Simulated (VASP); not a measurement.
# CaSi11O23 (a cell with a defect) in VASP: single point with HSE06

Aim: the single point of CaSi11O23 (a cell with a defect) with HSE06.

Everything below comes from runs of VASP 6.6.1. Logs are shortened: lines on timing, memory, paths and dates and some standing lists are left out, and cuts for length are marked.

### 1 The cell of the first run

The cell holds a defect, 35 atoms: a = 7.454 Å, b = 7.454 Å, c = 10.042 Å, α = 70.32°, β = 70.32°, γ = 71.37°.

### 2 Single point, HSE06

Input file POSCAR:

```
CaSi11O23
1.0
   -2.5104095144      4.3481568267      5.5092742089
    5.0208190287      0.0000000000      5.5092742089
    5.0208190287      8.6963136534      0.0000000000
Si O Ca
11 23 1
Direct
    0.4133471099      0.8708300387      0.0625254417
    0.9510709906      0.4147302377      0.2867160298
   -0.0127221236      0.0049613522      0.2516185779
    0.4874927796      0.4811420355     -0.0036714385
    0.0734914253      0.5905378425      0.4586233367
    0.5844381745      0.0626157434      0.2002985807
    0.3979841822      1.0278613505      0.5441422232
    0.9057993967      0.3997014662      0.7853289232
   -0.0204171205     -0.0116002171      0.7408398703
    0.1049669100      0.5538947071      0.9318630345
    0.5834752936     -0.0243118202      0.7143529297
    0.1117544920      0.4471269828      0.3524992051
    0.5580777515      0.8960680728      0.1417903885
   -0.0429254032      0.8102622103      0.3824813131
    0.4777109202      0.2706336742      0.1096345382
    0.1883182007     -0.0227639308      0.1209038004
    0.7345360395      0.5114770924      0.3609306039
    0.2594427298      0.5989764739      0.4960124661
    0.8101539754      1.0639470038      0.1715653998
    0.4262084865      0.6410732235      0.0889260624
    0.9856580352      0.1760301674      0.3165674016
    0.4728989298      0.0356989541      0.3743661925
    1.0124374286      0.4984347433      0.1048630710
    0.0759324130      0.4218677423      0.8424597085
    0.4647551646      1.1745319846      0.6068302328
    0.0199180974      0.7861962262      0.8636066764
    0.1697157898      0.0238027844      0.6038890030
    0.6993254276      0.4997274727      0.8836878869
    0.3444722786      0.5202136536      0.8909605620
    0.8096747865      0.9834570440      0.6734984548
    0.5291830121      0.8306710935      0.6436791876
    0.9072585652      0.1692375112      0.8166056531
    0.4813819432     -0.0341374811      0.8845742773
    0.9104100809      0.5074076442      0.6147098860
    0.5211334654      0.5134896268      0.5606498776
```

Input file INCAR.step1:

```
PREC = Accurate
ENCUT = 520
EDIFF = 1E-5
ISMEAR = -1
SIGMA = 0.01
LREAL = Auto
LASPH = T
NELM = 120
ALGO = Normal
ISIF = 2
LWAVE = T
LCHARG = F
NBANDS = 119
GGA = PE
GGA_COMPAT = F
```

Input file INCAR.step2:

```
PREC = Accurate
ENCUT = 520
EDIFF = 1E-6
ISMEAR = -1
SIGMA = 0.01
LREAL = Auto
LASPH = T
NELM = 120
ALGO = Normal
ISIF = 2
LWAVE = F
LCHARG = F
GGA = PE
LHFCALC = T
HFSCREEN = 0.2079
PRECFOCK = Fast
NBANDS = 119
ISTART = 1
GGA_COMPAT = F
```

Input file KPOINTS:

```
Automatic mesh
0
Gamma
  1 1 1
  0.25 0.25 0.25
```

Potentials or basis: VASP PAW PBE potentials, release 64 (Si, O, Ca_sv).

Started as:

```console
$ cat potpaw_PBE.64/Si/POTCAR potpaw_PBE.64/O/POTCAR potpaw_PBE.64/Ca_sv/POTCAR > POTCAR
$ cp INCAR.step1 INCAR
$ mpirun -np 1 vasp_std > vasp.out
$ cp INCAR.step2 INCAR
$ mpirun -np 1 vasp_std > vasp.out
```

OUTCAR:

```text
PREC = Accurate
   ENCUT = 520
   EDIFF = 1E-6
   ISMEAR = -1
   LREAL = Auto
   LASPH = T
   NELM = 120
   ISIF = 2
   GGA = PE
   LHFCALC = T
   HFSCREEN = 0.2079
   PRECFOCK = Fast
   ISTART = 1

 ion  position               nearest neighbor table
   1  0.413  0.871  0.063-  16 1.61  20 1.62  13 1.63  33 1.65   4 3.04   6 3.04   3 3.14
   2  0.951  0.415  0.287-  17 1.58  21 1.65  12 1.66  23 1.67   5 2.98   3 3.11
   3  0.987  0.005  0.252-  21 1.61  14 1.62  16 1.63  19 1.64   6 3.09   5 3.10   2 3.11   1 3.14

   4  0.487  0.481  0.996-  15 1.61  20 1.61  28 1.62  29 1.64  10 2.98   1 3.04   6 3.11   8 3.13
[... 7 lines left out ...]
  10  0.105  0.554  0.932-  23 1.60  26 1.63  24 1.64  29 1.65   4 2.98   8 3.06
  11  0.583  0.976  0.714-  33 1.61  30 1.61  31 1.68  25 1.70   7 2.41   9 3.09
  12  0.112  0.447  0.352-   5 1.65   2 1.66
  13  0.558  0.896  0.142-   1 1.63   6 1.63
  14  0.957  0.810  0.382-   3 1.62   5 1.65
  15  0.478  0.271  0.110-   4 1.61   6 1.62
  16  0.188  0.977  0.121-   1 1.61   3 1.63
  17  0.735  0.511  0.361-   2 1.58  35 2.10
  18  0.259  0.599  0.496-   5 1.58  35 2.10
  19  0.810  0.064  0.172-   6 1.61   3 1.64
  20  0.426  0.641  0.089-   4 1.61   1 1.62
  21  0.986  0.176  0.317-   3 1.61   2 1.65
  22  0.473  0.036  0.374-   7 1.59   6 1.64
  23  0.012  0.498  0.105-  10 1.60   2 1.67
  24  0.076  0.422  0.842-   8 1.63  10 1.64
  25  0.465  0.175  0.607-   7 1.69  11 1.70  35 2.56
  26  0.020  0.786  0.864-   9 1.61  10 1.63
  27  0.170  0.024  0.604-   7 1.61   9 1.63
  28  0.699  0.500  0.884-   4 1.62   8 1.62
  29  0.344  0.520  0.891-   4 1.64  10 1.65
  30  0.810  0.983  0.673-  11 1.61   9 1.64
  31  0.529  0.831  0.644-  11 1.68   7 1.69
  32  0.907  0.169  0.817-   9 1.62   8 1.64
  33  0.481  0.966  0.885-  11 1.61   1 1.65
  34  0.910  0.507  0.615-   8 1.62   5 1.69
  35  0.521  0.513  0.561-  17 2.10  18 2.10  25 2.56

  LATTYP: Found a base centered monoclinic cell.
 ALAT       =    12.1085520585
 B/A-ratio  =     0.7181959999
 C/A-ratio  =     0.8293013078
 COS(beta)  =    -0.4146506539

  Lattice vectors:

 A1 = (   2.5104095144,  -4.3481568267,  -5.5092742089)
 A2 = (  -5.0208190287,   0.0000000000,  -5.5092742089)
 A3 = (   5.0208190287,   8.6963136534,   0.0000000000)

Analysis of symmetry for initial positions (statically):
=====================================================================
 Subroutine PRICEL returns:
 Original cell was already a primitive cell.

 Routine SETGRP: Setting up the symmetry group for a
[... 175 lines left out ...]
   EMIN   =  10.00;   EMAX   =-10.00  energy-range for DOS
   EFERMI =   0.00;   METHOD = LEGACY
   ISMEAR =    -1;   SIGMA  =   0.01  broadening in eV -4-tet -1-fermi 0-gaus
   EFERMI_NEDOS =   21; number of points for ismear=-14 and -15
   IALGO  =     38    algorithm
   IMIX   =      1    mixing-type and parameters
     AMIX     =   0.40;   BMIX     =  1.00
     AMIX_MAG =   1.60;   BMIX_MAG =  1.00
  volume/ion in A,a.u.               =      13.75        92.76
  Fermi-wavevector in a.u.,A,eV,Ry     =   1.205306  2.277697 19.766023  1.452762
  Thomas-Fermi vector in A             =   2.341006
   LORBIT       =      0    0 simple, 1 ext, 2 COOP (PROOUT), +10 PAW based schemes
   GGA     = PE    functional components
   LHFCALC =     T    Hartree Fock is set to
   PRECFOCK=fast      Normal, Fast or Accurate (Low or Medium for compatibility)
   ENCUT4O =  -1.0   cutoff for four orbital integrals eV
   NKREDX  =     1    reduce k-point grid by
   NKREDY  =     1    reduce k-point grid by
   NKREDZ  =     1    reduce k-point grid by
   AEXX    =    0.2500 exact exchange contribution
   HFSCREEN=    0.2079 screening length (either q_TF or 0.3 A-1)
   HFSCREENC=   0.2079 screening length for correlation (either q_TF or 0.3 A-1)
   ENCUTFOCK=  -1.0 apply spherical cutoff to Coloumb kernel
   IVDW    =     0    specifies the selected vdW correction
   LEPSILON=     F    determine dielectric tensor
   LRPA    =     F    only Hartree local field effects (RPA)
 non-spin polarized calculation
  energy-cutoff  :      520.00
  volume of cell :      481.10
 maximum number of plane-waves:     12934
 NGX is ok and might be reduce to    56
  NGX = 30; NGY = 30; NGZ = 40

 number of electron     192.0000000 magnetization

 Free energy of the ion-electron system (eV)
  ---------------------------------------------------
  ext. energy  EPLUGINS =         0.00000000
  ---------------------------------------------------
  free energy    TOTEN  =      -333.07698248 eV

  energy without entropy =     -333.07698248  energy(sigma->0) =     -333.07698248

 E-fermi :   0.8211     XC(G=0):  -7.3215

 val. band max:        0.5475107362   @ k =   0.2500   0.2500   0.2500
 cond. band min:       6.6626109464   @ k =   0.2500   0.2500   0.2500
 fundamental gap:      6.1151002102
 Fermi energy:         0.8210573061

 k-point     1 :       0.2500    0.2500    0.2500
  band No.  band energies     occupation
      1     -40.0897      2.00000
      2     -22.0707      2.00000
      3     -21.5542      2.00000
      4     -21.3293      2.00000
      5     -21.1722      2.00000
      6     -20.9310      2.00000
[... 100 lines left out ...]
    107       9.8835      0.00000
    108       9.9531      0.00000
 [bands above 108 left out]

------------------------ aborting loop because EDIFF is reached ----------------------------------------

  FORCE on cell =-STRESS in cart. coord.  units (eV):
  Direction    XX          YY          ZZ          XY          YZ          ZX
  --------------------------------------------------------------------------------------
  -------------------------------------------------------------------------------------
  Total       -8.9036557    -14.2667674    -14.1514728     -7.9762514     -2.0131019     -1.3565460
  in kB      -29.6513718    -47.5118582    -47.1278987    -26.5628868     -6.7041262     -4.5176332
  external PRESSURE =     -41.4303762 kB  Pullay stress =       0.0000000 kB

 VOLUME and BASIS-vectors are now :
 -----------------------------------------------------------------------------
  energy-cutoff  :      520.00
  volume of cell :      481.10
      direct lattice vectors                 reciprocal lattice vectors
    -2.510409514  4.348156827  5.509274209    -0.099585346  0.057495626  0.090756056
     5.020819029  0.000000000  5.509274209     0.099585346 -0.057495626  0.090756056
     5.020819029  8.696313653  0.000000000     0.049792673  0.086243439 -0.045378028

 POSITION                                       TOTAL-FORCE (eV/Angst)
 -----------------------------------------------------------------------------------
      3.64854      2.34104      7.07488         0.001720      0.028062     -0.035050
      1.13426      6.62878      7.52457         0.035044     -0.020678     -0.047622
     -1.19023      6.48099      5.46652         0.015271     -0.052763      0.020622
      6.19431     10.78408      5.33647         0.006714      0.041028     -0.011019
      5.08315      4.30788      3.65832         0.036237      0.045373      0.053537
     -0.14713      4.28309      3.56480         0.036434     -0.034846     -0.030945
[... 27 lines left out ...]
      3.34845      9.30432      7.81115        -0.134692      0.314078      0.165307
      4.08480      7.14156      5.70002         0.005552      0.016128      0.010502
 -----------------------------------------------------------------------------------
    total drift:                               -0.002254     -0.003327      0.013680

  FREE ENERGIE OF THE ION-ELECTRON SYSTEM (eV)
  ---------------------------------------------------
  free  energy   TOTEN  =      -333.0769824801 eV

  energy  without entropy=     -333.0769824801  energy(sigma->0) =     -333.07698248
```

OUTCAR.step1:

```text
PREC = Accurate
   ENCUT = 520
   EDIFF = 1E-5
   ISMEAR = -1
   LREAL = Auto
[... 417 lines left out ...]
      5.08315      4.30788      3.65832         0.032148     -0.031060     -0.056596
     -0.14713      4.28309      3.56480         0.027607      0.000895     -0.031391
[... 27 lines left out ...]
      3.34845      9.30432      7.81115        -0.018035     -0.024511      0.024938
      4.08480      7.14156      5.70002         0.028042      0.087014      0.001836
 -----------------------------------------------------------------------------------
    total drift:                               -0.004206     -0.005056      0.018184

  FREE ENERGIE OF THE ION-ELECTRON SYSTEM (eV)
  ---------------------------------------------------
  free  energy   TOTEN  =      -271.3587498558 eV

  energy  without entropy=     -271.3587498557  energy(sigma->0) =     -271.35874986
```

OSZICAR.step1:

```text
N       E                     dE             d eps       ncg     rms          rms(c)
DAV:   1     0.135057527861E+04    0.13506E+04   -0.10061E+05   246   0.149E+03
DAV:   2    -0.190314989793E+03   -0.15409E+04   -0.15051E+04   285   0.351E+02
DAV:   3    -0.306632229514E+03   -0.11632E+03   -0.11576E+03   292   0.104E+02
DAV:   4    -0.309099331005E+03   -0.24671E+01   -0.24576E+01   308   0.147E+01
DAV:   5    -0.309221023825E+03   -0.12169E+00   -0.12163E+00   372   0.244E+00    0.483E+01
DAV:   6    -0.271318964684E+03    0.37902E+02   -0.16992E+02   276   0.370E+01    0.219E+01
DAV:   7    -0.271467601013E+03   -0.14864E+00   -0.67064E+00   300   0.732E+00    0.891E+00
DAV:   8    -0.271358206754E+03    0.10939E+00   -0.86965E-01   292   0.333E+00    0.336E+00
DAV:   9    -0.271345634471E+03    0.12572E-01   -0.20081E-01   316   0.205E+00    0.933E-01
DAV:  10    -0.271358835421E+03   -0.13201E-01   -0.75244E-02   284   0.964E-01    0.552E-01
DAV:  11    -0.271358877336E+03   -0.41915E-04   -0.23597E-02   300   0.540E-01    0.224E-01
DAV:  12    -0.271358768515E+03    0.10882E-03   -0.38776E-03   276   0.312E-01    0.707E-02
DAV:  13    -0.271358784815E+03   -0.16300E-04   -0.17420E-03   284   0.152E-01    0.640E-02
DAV:  14    -0.271358756641E+03    0.28175E-04   -0.18697E-04   292   0.554E-02    0.411E-02
DAV:  15    -0.271358749856E+03    0.67848E-05   -0.58862E-05   268   0.406E-02
   1 F= -.27135875E+03 E0= -.27135875E+03  d E =-.211010E-10
```

Wall time 16 min (1 thread of Intel Xeon 8259CL, shared host); peak memory 0.76 GiB.

Results:

```
Free energy            : -333.0770 eV
Pressure               : -4.1 GPa
Largest force          : 0.721 eV/Å
Band gap on the k mesh : 6.12 eV
```

Forces on the atoms (eV/Å):
```
Si   0.002  0.028 -0.035
Si   0.035 -0.021 -0.048
Si   0.015 -0.053  0.021
Si   0.007  0.041 -0.011
Si   0.036  0.045  0.054
Si   0.036 -0.035 -0.031
Si  -0.066 -0.092 -0.075
Si   0.060  0.033 -0.047
Si  -0.007 -0.035 -0.016
Si   0.005 -0.001  0.045
Si   0.037 -0.027  0.068
O    0.424 -0.168 -0.160
O    0.328 -0.283  0.061
O   -0.272  0.012  0.246
O   -0.153  0.079  0.259
O   -0.050  0.293 -0.100
O   -0.599  0.166  0.299
O    0.126 -0.475 -0.477
O    0.157  0.266 -0.222
O   -0.135 -0.350  0.235
O   -0.064 -0.350  0.036
O    0.025  0.122  0.120
O   -0.140  0.023  0.058
O    0.383 -0.146 -0.066
O   -0.493  0.187 -0.490
O   -0.218 -0.129  0.033
O    0.066  0.363  0.055
O   -0.172  0.029 -0.239
O    0.324  0.288 -0.170
O    0.284  0.238 -0.178
O    0.552 -0.155  0.438
O   -0.163 -0.255  0.239
O   -0.244  0.031 -0.079
O   -0.135  0.314  0.165
Ca   0.006  0.016  0.011
```

Stress tensor (GPa, compression positive):
```
-2.97 -2.66 -0.45
-2.66 -4.75 -0.67
-0.45 -0.67 -4.71
```

Levels at points of the mesh, in eV from the valence-band top:
```csv
k point,band 93,band 94,band 95,band 96,band 97,band 98,band 99,band 100
"(0.25, 0.25, 0.25)",-0.48,-0.31,-0.14,0.00,6.12,7.59,7.87,8.31
```

Caveat: the k points lie up to 0.92 Å⁻¹ apart; the PAW data sets were made with another functional, which shifts forces and pressure a little.
